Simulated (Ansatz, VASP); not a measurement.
Ni in VASP and in Ansatz

```xyz
1
Lattice="-1.4002 1.4002 1.4002 1.4002 -1.4002 1.4002 1.4002 1.4002 -1.4002" Properties=species:S:1:pos:R:3 pbc="T T T"
Ni    0.0000    0.0000    0.0000
```

Alike in both runs: functional PBE; k mesh 22 × 22 × 22; occupations gaussian, width 0.1 eV; collinear spin.

Ansatz relaxed the structure, and its values are those at the end. VASP's run is a single point on that final structure, the one shown.

```csv
,VASP,Ansatz
version,VASP 6.6.1,Ansatz 0.2.0
potentials or method,"VASP PAW PBE potentials, release 64 (Ni), cutoff 520 eV","scalar-relativistic, plane waves, PAW"
valence electrons in the cell,10,18
```

|  | VASP | Ansatz | Ansatz less VASP |
| --- | --- | --- | --- |
| gap on the k mesh at the Fermi level (eV) | none | none | - |
| pressure (GPa) | -0.1 | 0.0 | +0.09 |
| net moment per atom (μB) | 0.54 | 0.55 | +0.008 |
| size of the moment on the site where the two differ most (μB) | 0.55 | 0.58 | +0.030 |

Site moments also hang on the region over which each program counts them. A gap of «none» marks a metal or a gap that the smearing closes. VASP's potentials hold 10 valence electrons a cell and Ansatz's 18, so a difference there can come from the potentials and not from the codes.
